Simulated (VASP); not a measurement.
Runs of VASP 6.6.1 on BN. The structure is that of space group P-6m2 (No. 187), or close to it. The cells are those of the table. 

| cell | gap on the mesh (eV) |
| --- | --- |
| atoms relaxed from a = 2.559, b = 2.521, c = 26.000 Å, angles 90.0, 90.0, 120.5°, 2 atoms | 4.60 |
| atoms relaxed from a = 2.509, b = 2.546, c = 26.000 Å, angles 90.0, 90.0, 119.5°, 2 atoms | 4.60 |
| atoms relaxed from a = 2.459, b = 2.496, c = 26.000 Å, angles 90.0, 90.0, 119.5°, 2 atoms | 4.66 |
| atoms relaxed from a = 2.634, b = 2.541, c = 26.000 Å, angles 90.0, 90.0, 121.2°, 2 atoms | (a) |
| atoms relaxed from a = 2.509, b = 2.603, c = 26.000 Å, angles 90.0, 90.0, 118.8°, 2 atoms | 4.49 |
| atoms relaxed from a = 2.509, b = 2.471, c = 26.000 Å, angles 90.0, 90.0, 120.5°, 2 atoms | 4.66 |

Alike in all rows: task relaxation of the atoms; level PBE+D3(BJ); potentials or basis VASP PAW PBE potentials, release 64 (B, N); no spin polarisation; k mesh 12 × 12 × 1; cutoff (eV) 520; smearing gaussian 0.02 eV.

Estimate the missing entries.

(a) 4.50.

A k mesh can miss the band edges.
